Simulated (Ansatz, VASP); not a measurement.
# NaH in VASP and in Ansatz

The input INCAR:

```
  ALGO = Normal
  EDIFF = 1E-6
  ENCUT = 500
  GGA = PE
  GGA_COMPAT = F
  ISIF = 2
  ISMEAR = -5
  LASPH = T
  LCHARG = F
  LREAL = F
  LWAVE = F
  NBANDS = 16
  NELM = 120
  PREC = Accurate
  SIGMA = 0.1
```

File KPOINTS:

```
k-points
0
Gamma
  6 6 4
```

Contents of POSCAR:

```
NaH
1.0
    3.9533072863      0.0000000000      0.0000000000
   -1.9766536431      3.4236645389      0.0000000000
    0.0000000000      0.0000000000      4.8283237758
Na H
2 2
Direct
    0.3333333333      0.6666666667      0.2500000000
    0.6666666667      0.3333333333      0.7500000000
    0.6666666667      0.3333333333      0.2500000000
    0.3333333333      0.6666666667      0.7500000000
```

Input for Ansatz:

```yaml
crystal:
  lattice:
    - [3.9533072863, 0.0, 0.0]
    - [-1.9766536431, 3.4236645389, 0.0]
    - [0.0, 0.0, 4.8283237758]
  atoms:
    - { symbol: Na, position: [0.3333333333, 0.6666666667, 0.25] }
    - { symbol: Na, position: [0.6666666667, 0.3333333333, 0.75] }
    - { symbol: H, position: [0.6666666667, 0.3333333333, 0.25] }
    - { symbol: H, position: [0.3333333333, 0.6666666667, 0.75] }
kpoints:
  mp_grid: { grid: [6, 6, 4] }
hamiltonian:
  xc: pbe
scf:
  occupations: { method: tetrahedron }
  n_extra_bands: 5
output:
  forces: true
  stress: true
  eigenvalues: true
```

Alike in both runs: task single point; functional PBE; k mesh 6 × 6 × 4; occupations tetrahedron; no spin polarisation.

|  | VASP | Ansatz |
| --- | --- | --- |
| version | VASP 6.6.1 | Ansatz 0.2.0 |
| potentials or method | VASP PAW PBE potentials, release 64 (Na_pv, H) | plane waves |
| plane-wave cutoff (eV) | 500 | 420 |
| valence electrons in the cell | 16 | 20 |

Ansatz gave:

```
gap on the k mesh at the Fermi level (eV)                     : 3.33
pressure (GPa)                                                : 0.4
traceless stress, the component that is largest in VASP (GPa) : 0.08
```

Task: What did VASP give for the same quantities?

Result: gap on the k mesh at the Fermi level (eV): 3.33; pressure (GPa): 0.3; traceless stress, the component that is largest in VASP (GPa): 0.07.

VASP's potentials hold 16 valence electrons a cell and Ansatz's 20, so a difference there can come from the potentials and not from the codes. Ansatz's warnings: band table not solved further, tetrahedron derivatives may miss energy slope.
